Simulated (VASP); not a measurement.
A run of VASP 6.6.1:

File INCAR:

```
SYSTEM = BN
PREC = Accurate ; ENCUT = 520
EDIFF = 1E-6 ; ISMEAR = -1
SIGMA = 0.05 ; LREAL = .FALSE.
LASPH = .TRUE. ; NELM = 100
ALGO = Normal ; ISIF = 2
LWAVE = .FALSE. ; LCHARG = .FALSE.
NBANDS = 11
```

File KPOINTS:

```
Automatic mesh
0
G
  13 13 13
  0 0 0
```

POSCAR

```
BN
1.0
    0.0000000000      3.4239628326      2.1218728889
    1.2260814184      0.0000000000      2.1218728889
    1.2260814184      3.4239628326      0.0000000000
N B
1 1
Direct
    0.6666513400      0.6666513400      0.3333486600
    0.0000486500      0.0000486500      0.9999513500
```

Potentials or basis: VASP PAW LDA potentials, release 64 (N, B).

The run is started by

```console
$ cat potpaw_LDA.64/N/POTCAR potpaw_LDA.64/B/POTCAR > POTCAR
$ mpirun -np 1 vasp_std > vasp.out
```

Hardware: 1 thread of Intel(R) Xeon(R) 6975P-C (Granite Rapids) (shared host).

Q: Estimate the wall time of this run.

A: Run time: 28 s on 1 thread of Intel(R) Xeon(R) 6975P-C (Granite Rapids), with other jobs on the host, peak memory 0.17 GiB. Counts: scf iterations 12, k points 343.
